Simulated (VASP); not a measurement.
# TlCl (Pm-3m) in VASP: settings compared

TlCl is run at these levels: r2SCAN, HSE06; tasks: single point.

All numbers are computed with VASP 6.6.1; they aren't measurements. Logs are shortened: lines on timing, memory, paths and dates and some standing lists are left out, and cuts for length are marked.

## 1. The cell of the first run

Symmetry: Pm-3m, No. 221, cubic system. The conventional cell has a = 3.794 Å, b = 3.794 Å, c = 3.794 Å, α = 90.00°, β = 90.00°, γ = 90.00°. Tl (site symmetry m-3m) has 8 Cl at 3.29 Å and 6 Tl at 3.79 Å within 4.3 Å. Within 4.3 Å of Cl (site symmetry m-3m) lie 8 Tl at 3.29 Å and 6 Cl at 3.79 Å.

## 2. Single point, r2SCAN

POSCAR

```
TlCl
1.0
    3.7936346884      0.0000000000      0.0000000000
    0.0000000000      3.7936346884      0.0000000000
    0.0000000000      0.0000000000      3.7936346884
Tl Cl
1 1
Direct
    0.0000000000      0.0000000000      0.0000000000
    0.5000000000      0.5000000000      0.5000000000
```

INCAR.step1

```
PREC = Accurate
ENCUT = 550
ISMEAR = 0
SIGMA = 0.01
LREAL = F
LASPH = T
NELM = 120
NBANDS = 17
GGA = PE
ALGO = Normal
EDIFF = 1E-5
LWAVE = T
LCHARG = F
GGA_COMPAT = F
```

INCAR.step2

```
PREC = Accurate
ENCUT = 550
EDIFF = 1E-6
ISMEAR = 0
SIGMA = 0.01
LREAL = F
LASPH = T
NELM = 120
ALGO = Normal
ISIF = 2
LWAVE = F
LCHARG = T
METAGGA = R2SCAN
LMIXTAU = T
LELF = T
LVHAR = T
NBANDS = 17
ISTART = 1
GGA_COMPAT = F
```

KPOINTS

```
regular mesh
0
Gamma
  4 4 4
```

Potentials or basis: VASP PAW PBE potentials, release 64 (Tl_d, Cl).

On the command line:

```
$ cat potpaw_PBE.64/Tl_d/POTCAR potpaw_PBE.64/Cl/POTCAR > POTCAR
$ cp INCAR.step1 INCAR
$ mpirun -np 1 vasp_std > vasp.out
$ cp INCAR.step2 INCAR
$ mpirun -np 1 vasp_std > vasp.out
```

OUTCAR:

```text
PREC = Accurate
   ENCUT = 550
   EDIFF = 1E-6
   ISMEAR = 0
   LREAL = F
   LASPH = T
   NELM = 120
   ISIF = 2
   METAGGA = R2SCAN
   ISTART = 1

 ion  position               nearest neighbor table
   1  0.000  0.000  0.000-   2 3.29   2 3.29   2 3.29   2 3.29   2 3.29   2 3.29   2 3.29   2 3.29

   2  0.500  0.500  0.500-   1 3.29   1 3.29   1 3.29   1 3.29   1 3.29   1 3.29   1 3.29   1 3.29

  LATTYP: Found a simple cubic cell.
 ALAT       =     3.7936346884

  Lattice vectors:

 A1 = (   3.7936346884,   0.0000000000,   0.0000000000)
 A2 = (   0.0000000000,   3.7936346884,   0.0000000000)
 A3 = (   0.0000000000,   0.0000000000,   3.7936346884)

Analysis of symmetry for initial positions (statically):
=====================================================================
 Subroutine PRICEL returns:
 Original cell was already a primitive cell.

 Routine SETGRP: Setting up the symmetry group for a
 simple cubic supercell.

 Subroutine GETGRP returns: Found 48 space group operations
 (whereof 48 operations were pure point group operations)
 out of a pool of 48 trial point group operations.

The static configuration has the point symmetry O_h .

Analysis of symmetry for dynamics (positions and initial velocities):
=====================================================================
 Subroutine PRICEL returns:
 Original cell was already a primitive cell.

 Routine SETGRP: Setting up the symmetry group for a
 simple cubic supercell.

 Subroutine GETGRP returns: Found 48 space group operations
 (whereof 48 operations were pure point group operations)
 out of a pool of 48 trial point group operations.

The dynamic configuration has the point symmetry O_h .

 Subroutine INISYM returns: Found 48 space group operations
 (whereof 48 operations are pure point group operations),
 and found     1 'primitive' translations

----------------------------------------------------------------------------------------

                                     Primitive cell

  volume of cell :      54.5967

  direct lattice vectors                    reciprocal lattice vectors
     3.793634688  0.000000000  0.000000000     0.263599445  0.000000000  0.000000000
     0.000000000  3.793634688  0.000000000     0.000000000  0.263599445  0.000000000
     0.000000000  0.000000000  3.793634688     0.000000000  0.000000000  0.263599445

  length of vectors
[... 64 lines left out ...]
   LASPH  =      T    aspherical Exc in radial PAW
   ENCUT  =  550.0 eV  40.42 Ry    6.36 a.u.   7.25  7.25  7.25*2*pi/ulx,y,z
   NELM   =    120;   NELMIN=  2; NELMDL=  0     # of ELM steps
   EDIFF  = 0.1E-05   stopping-criterion for ELM
   LREAL  =      F    real-space projection
   EDIFFG = 0.1E-04   stopping-criterion for IOM
   NSW    =      0    number of steps for IOM
   IBRION =     -1    ionic relax: 0-MD 1-quasi-New 2-CG
   NFREE  =      0    steps in history (QN), initial steepest desc. (CG)
   ISIF   =      2    stress and relaxation
   ISYM   =      2    0-nonsym 1-usesym 2-fastsym
   POTIM  = 0.5000    time-step for ionic-motion
   TEBEG  =    0.0;   TEEND  =   0.0 temperature during run
   PSTRESS=    0.0 pullay stress
   NELECT =      20.0000    total number of electrons
   NUPDOWN=      -1.0000    fix difference up-down
   EMIN   =  10.00;   EMAX   =-10.00  energy-range for DOS
   EFERMI =   0.00;   METHOD = LEGACY
   ISMEAR =     0;   SIGMA  =   0.01  broadening in eV -4-tet -1-fermi 0-gaus
   EFERMI_NEDOS =   21; number of points for ismear=-14 and -15
   IALGO  =     38    algorithm
   IMIX   =      4    mixing-type and parameters
     AMIX     =   0.40;   BMIX     =  1.00
     AMIX_MAG =   1.60;   BMIX_MAG =  1.00
  volume/ion in A,a.u.               =      27.30       184.22
  Fermi-wavevector in a.u.,A,eV,Ry     =   1.171375  2.213578 18.668821  1.372120
  Thomas-Fermi vector in A             =   2.307820
   LORBIT       =      0    0 simple, 1 ext, 2 COOP (PROOUT), +10 PAW based schemes
   METAGGA = R2SCAN    functional components
   LHFCALC =     F    Hartree Fock is set to
   AEXX    =    0.0000 exact exchange contribution
   IVDW    =     0    specifies the selected vdW correction
   LEPSILON=     F    determine dielectric tensor
   LRPA    =     F    only Hartree local field effects (RPA)
 non-spin polarized calculation
 Gauss-broadening in eV      SIGMA  =   0.01
  energy-cutoff  :      550.00
  volume of cell :       54.60
 maximum number of plane-waves:      1628
 NGX is ok and might be reduce to    30
   NGX = 15   NGY = 15   NGZ = 15

 number of electron      20.0000006 magnetization

 Free energy of the ion-electron system (eV)
  ---------------------------------------------------
  ext. energy  EPLUGINS =         0.00000000
  ---------------------------------------------------
  free energy    TOTEN  =       -61.53661884 eV

  energy without entropy =      -61.53661884  energy(sigma->0) =      -61.53661884

 E-fermi :   2.8857     XC(G=0):  -9.7907

 val. band max:        2.8025189245   @ k =   0.5000   0.0000   0.0000
 cond. band min:       5.2253064636   @ k =   0.5000   0.0000   0.0000
 fundamental gap:      2.4227875391
 Fermi energy:         2.8857144095

 k-point     1 :       0.0000    0.0000    0.0000
  band No.  band energies     occupation
      1     -11.8214      2.00000
      2      -7.5640      2.00000
      3      -7.5640      2.00000
      4      -7.2899      2.00000
      5      -7.2899      2.00000
      6      -7.2899      2.00000
[... 177 lines left out ...]
      4      -7.4937      2.00000
      5      -7.2163      2.00000
      6      -7.2163      2.00000
[... 9 lines left out ...]
     16      16.7220      0.00000
     17      20.6267      0.00000

------------------------ aborting loop because EDIFF is reached ----------------------------------------

  FORCE on cell =-STRESS in cart. coord.  units (eV):
  Direction    XX          YY          ZZ          XY          YZ          ZX
  --------------------------------------------------------------------------------------
  -------------------------------------------------------------------------------------
  Total        0.3795400      0.3795400      0.3795400     -0.0000000      0.0000000      0.0000000
  in kB       11.1378554     11.1378554     11.1378554     -0.0000000      0.0000000      0.0000000
  external PRESSURE =      11.1378554 kB  Pullay stress =       0.0000000 kB

 VOLUME and BASIS-vectors are now :
 -----------------------------------------------------------------------------
  energy-cutoff  :      550.00
  volume of cell :       54.60
      direct lattice vectors                 reciprocal lattice vectors
     3.793634688  0.000000000  0.000000000     0.263599445  0.000000000  0.000000000
     0.000000000  3.793634688  0.000000000     0.000000000  0.263599445  0.000000000
     0.000000000  0.000000000  3.793634688     0.000000000  0.000000000  0.263599445

 POSITION                                       TOTAL-FORCE (eV/Angst)
 -----------------------------------------------------------------------------------
      0.00000      0.00000      0.00000         0.000000      0.000000      0.000000
      1.89682      1.89682      1.89682         0.000000      0.000000      0.000000
 -----------------------------------------------------------------------------------
    total drift:                                0.000000      0.000000     -0.000000

  FREE ENERGIE OF THE ION-ELECTRON SYSTEM (eV)
  ---------------------------------------------------
  free  energy   TOTEN  =       -61.5366188418 eV

  energy  without entropy=      -61.5366188418  energy(sigma->0) =      -61.53661884
```

OSZICAR.step1:

```text
N       E                     dE             d eps       ncg     rms          rms(c)
DAV:   1     0.104069411962E+03    0.10407E+03   -0.10385E+04   340   0.109E+03
DAV:   2    -0.212270807106E+01   -0.10619E+03   -0.10171E+03   438   0.238E+02
DAV:   3    -0.633295793864E+01   -0.42102E+01   -0.42003E+01   377   0.414E+01
DAV:   4    -0.636347362228E+01   -0.30516E-01   -0.30512E-01   453   0.424E+00
DAV:   5    -0.636386083868E+01   -0.38722E-03   -0.38721E-03   404   0.445E-01    0.339E+00
DAV:   6    -0.600369302870E+01    0.36017E+00   -0.62177E-01   373   0.416E+00    0.218E+00
DAV:   7    -0.597780158063E+01    0.25891E-01   -0.11488E-01   368   0.163E+00    0.131E+00
DAV:   8    -0.597705045868E+01    0.75112E-03   -0.18994E-02   368   0.929E-01    0.276E-01
DAV:   9    -0.597663602695E+01    0.41443E-03   -0.12044E-03   410   0.188E-01    0.130E-01
DAV:  10    -0.597679849459E+01   -0.16247E-03   -0.64915E-04   347   0.130E-01    0.513E-02
DAV:  11    -0.597678454060E+01    0.13954E-04   -0.57266E-05   379   0.459E-02    0.152E-02
DAV:  12    -0.597678450981E+01    0.30791E-07   -0.36310E-06   188   0.115E-02
   1 F= -.59767845E+01 E0= -.59767845E+01  d E =-.111658E-38
```

It took 43 s on 1 thread of Intel Xeon 8259CL, shared host; peak memory 0.17 GiB.

What came out:

```
Free energy            : -61.5366 eV
Pressure               : 1.1 GPa
Band gap on the k mesh : 2.42 eV
```

Caveat: the PAW data sets were made with another functional, which shifts forces and pressure a little; spin-orbit coupling is left out, which moves the levels of the heavy elements. r2SCAN opens gaps a little over a GGA but as a rule still falls short of measured ones.

## 3. Single point, HSE06

POSCAR is that of step 2.

INCAR.step1

```
ALGO     = Normal         # electronic algorithm
EDIFF    = 1E-5           # SCF threshold, eV
ENCUT    = 400            # plane-wave cutoff, eV
GGA      = PE             # functional
GGA_COMPAT= F            
ISIF     = 2              # what is computed and relaxed
ISMEAR   = 0              # smearing method
LASPH    = T              # aspherical terms in the spheres
LCHARG   = F              # write CHGCAR
LREAL    = F              # projectors in reciprocal space
LWAVE    = T              # write WAVECAR
NBANDS   = 17             # bands
NELM     = 120            # most SCF steps
PREC     = Accurate       # precision mode
SIGMA    = 0.01           # smearing width, eV
```

INCAR.step2

```
ALGO     = Normal         # electronic algorithm
EDIFF    = 1E-6           # SCF threshold, eV
ENCUT    = 400            # plane-wave cutoff, eV
GGA      = PE             # functional
GGA_COMPAT= F            
HFSCREEN = 0.2079         # screening, 1/A
ISIF     = 2              # what is computed and relaxed
ISMEAR   = 0              # smearing method
ISTART   = 1            
LASPH    = T              # aspherical terms in the spheres
LCHARG   = F              # write CHGCAR
LHFCALC  = T              # exact exchange
LREAL    = F              # projectors in reciprocal space
LWAVE    = F              # write WAVECAR
NBANDS   = 17             # bands
NELM     = 120            # most SCF steps
PREC     = Accurate       # precision mode
PRECFOCK = Normal       
SIGMA    = 0.01           # smearing width, eV
```

KPOINTS

```
k-points
0
Gamma
  4 4 4
```

Potentials or basis: VASP PAW PBE potentials, release 64 (Tl_d, Cl).

On the command line:

```
$ cat potpaw_PBE.64/Tl_d/POTCAR potpaw_PBE.64/Cl/POTCAR > POTCAR
$ cp INCAR.step1 INCAR
$ mpirun -np 1 vasp_std > vasp.out
$ cp INCAR.step2 INCAR
$ mpirun -np 1 vasp_std > vasp.out
```

It took 9 min on 1 thread of Intel Xeon 8259CL, shared host; peak memory 0.26 GiB.

Results (log left out):

```yaml
Free_energy: -7.1466 eV
Pressure: 1.9 GPa
Band_gap_on_the_k_mesh: 2.74 eV
```

Levels at points of the mesh, in eV from the valence-band top:
```
           k point  band 8  band 9  band 10  band 11  band 12  band 13
(0.00, 0.00, 0.00)   -2.07   -2.07    -2.07     8.66     8.66     9.09
(0.50, 0.00, 0.00)   -1.58   -1.58     0.00     2.74     7.58     7.58
(0.50, 0.50, 0.00)   -3.69   -3.46    -1.53     5.83     5.83     9.38
(0.50, 0.50, 0.50)   -2.64   -2.64    -2.01     3.16     3.16     3.16
```

Caveat: the PAW data sets were made with another functional, which shifts forces and pressure a little; spin-orbit coupling is left out, which moves the levels of the heavy elements. A k mesh can miss the band edges.
